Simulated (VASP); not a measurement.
Write the native input for VASP 6.6.1 that does the following.

```yaml
Task: relaxation of cell and atoms
Functional: PBE
Potentials_or_basis: VASP PAW PBE potentials, release 64 (Ti_sv, C)
Cutoff: 600 eV
k_mesh: 6 × 6 × 6
Occupations: gaussian, width 0.1 eV
Spin: no spin polarisation
Dipole_correction: no
Further_INCAR_settings: ALGO = Normal; EDIFF = 1e-06; IBRION = 2; EDIFFG = -0.04; NSW = 90; ISIF = 3
```

The structure of TiC lies in POSCAR:

```
TiC
1.0
    2.9600865000      0.0000000000      0.0000000000
   -1.4800432500      2.5635101100      0.0000000000
    0.0000000000      0.0000000000      2.8888978300
Ti C
1 1
Direct
    0.0000000000      0.0000000000      0.0000000000
    0.6666666700      0.3333333300      0.5000000000
```

The cell was built from a structure type or drawn by symmetry, and may not be a known phase.

These files were run (other wordings do the same):

INCAR

```
ALGO = Normal ; EDIFF = 1E-6
EDIFFG = -0.04 ; ENCUT = 600
GGA = PE ; IBRION = 2
ISIF = 3 ; ISMEAR = 0
LASPH = T ; LCHARG = F
LREAL = F ; LWAVE = F
NELM = 80 ; NSW = 90
PREC = Accurate ; SIGMA = 0.1
```

KPOINTS

```
k-points
0
Gamma
  6 6 6
```

Potentials or basis: VASP PAW PBE potentials, release 64 (Ti_sv, C).

The run is started by

```sh
$ cat potpaw_PBE.64/Ti_sv/POTCAR potpaw_PBE.64/C/POTCAR > POTCAR
$ mpirun -np 1 vasp_std > vasp.out
```

Results of the run:

* Relaxed volume: 10.82 Å³/atom
* Relaxed cell: a = 3.052 Å, b = 3.052 Å, c = 2.684 Å, α = 90.00°, β = 90.00°, γ = 120.00°
* Space group after relaxing (to 0.1 Å): P-6m2 (No. 187)
* Energy gained by relaxing: 77.3 meV/atom
* Ionic steps: 10
* Pressure after relaxing: 0.0 GPa
* Band gap on the k mesh: 0.27 eV (least direct gap 0.38 eV)

Wall time 23 s on 1 thread of Intel(R) Xeon(R) 6975P-C (Granite Rapids), on a shared host, peak memory 0.15 GiB.
